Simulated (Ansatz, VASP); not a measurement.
Sn2TeS: VASP beside Ansatz

```
Sn Te S
1.0
     2.16983    1.25275    7.04151
    -2.16983    1.25275    7.04151
     0.00000   -2.50550    7.04151
Sn Te S
2 1 1
Direct
  0.74111 0.74111 0.74111
  0.25889 0.25889 0.25889
  0.50000 0.50000 0.50000
  0.00000 0.00000 0.00000
```

Change from the starting cell: relaxed end of: species swapped into the LiYSe2 type (R-3m, No. 166).

Alike in both runs: functional PBE; k mesh 12 × 12 × 12; occupations gaussian, width 0.01 eV; no spin polarisation.

Ansatz relaxed the structure, and its values are those at the end. VASP's run is a single point on that final structure, the one shown.

|  | VASP | Ansatz |
| --- | --- | --- |
| version | VASP 6.6.1 | Ansatz 0.2.0 |
| potentials or method | VASP PAW PBE potentials, release 64 (Sn_d, Te, S), cutoff 520 eV | scalar-relativistic, plane waves, PAW |
| valence electrons in the cell | 40 | 50 |

```csv
,VASP,Ansatz,Ansatz less VASP
gap on the k mesh at the Fermi level (eV),0.09,0.09,+0.001
least direct gap on the mesh (eV),0.13,0.13,0.000
pressure (GPa),0.0,0.0,+0.04
```

With one functional, cell and mesh, what is left measures potentials, basis and numerics. VASP's potentials hold 40 valence electrons a cell and Ansatz's 50, so a difference there can come from the potentials and not from the codes.

Spin-orbit coupling is off throughout.
